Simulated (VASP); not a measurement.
Here is a VASP 6.6.1 calculation.

File INCAR:

```
SYSTEM = Cd
  PREC = Accurate
  ENCUT = 520
  EDIFF = 1E-6
  ISMEAR = 0
  SIGMA = 0.15
  LREAL = .False.
  LASPH = .True.
  NELM = 60
  ALGO = Fast
  ISIF = 2
  LWAVE = .False.
  LCHARG = .True.
  GGA = PE
  LELF = .True.
  LVHAR = .True.
  NBANDS = 19
```

File KPOINTS:

```
Automatic mesh
0
Gamma
  24 24 10
  0 0 0
```

Contents of POSCAR:

```
Cd
1.0
    3.2088931343      0.0000000000      0.0000000000
   -1.6044465671      2.7789829723      0.0000000000
    0.0000000000      0.0000000000      4.8411440146
Cd
2
Direct
    0.3333333333      0.6666666667      0.2500000000
    0.6666666667      0.3333333333      0.7500000000
```

Potentials or basis: VASP PAW PBE potentials, release 64 (Cd).

Command:

```console
$ cat potpaw_PBE.64/Cd/POTCAR > POTCAR
$ mpirun -np 1 vasp_std > vasp.out
```

Task: Predict the pressure.

Result: 2.9 GPa.

Task: What does it give for the band gap on the k mesh?

Result: Zero (bands 12 and 13 overlap by 2.24 eV).

Stress tensor (GPa, compression positive):
```
2.52 0.00 0.00
0.00 2.52 0.00
0.00 0.00 3.65
```
